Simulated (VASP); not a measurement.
A run of VASP 6.6.1 is set up as follows.

The input INCAR:

```
SYSTEM = C
PREC     = Accurate       ! precision mode
ENCUT    = 520            ! plane-wave cutoff, eV
EDIFF    = 1E-7           ! SCF threshold, eV
ISMEAR   = 1              ! smearing method
SIGMA    = 0.1            ! smearing width, eV
LREAL    = .FALSE.        ! projectors in reciprocal space
LASPH    = .TRUE.         ! aspherical terms in the spheres
NELM     = 80             ! most SCF steps
ALGO     = Normal         ! electronic algorithm
ISIF     = 2              ! what is computed and relaxed
LWAVE    = .FALSE.        ! write WAVECAR
LCHARG   = .FALSE.        ! write CHGCAR
GGA      = PS             ! functional
NBANDS   = 11             ! bands
```

KPOINTS

```
Automatic mesh
0
G
  5 5 2
  0 0 0
```

Contents of POSCAR:

```
C
1.0
    2.4561700000      0.0000000000      0.0000000000
   -1.2280850000      2.1271060000      0.0000000000
    0.0000000000      0.0000000000      8.5238030000
C
2
Direct
    0.3333333333      0.6666666667      0.0000000000
    0.6666666667      0.3333333333      0.0000000000
```

Potentials or basis: VASP PAW PBE potentials, release 64 (C).

Command:

```console
$ cat potpaw_PBE.64/C/POTCAR > POTCAR
$ mpirun -np 1 vasp_std > vasp.out
```

**Question.** Estimate the band gap on the k mesh.

**Answer.** 2.82 eV, direct.

Caveat: the k points lie up to 0.59 Å⁻¹ apart.
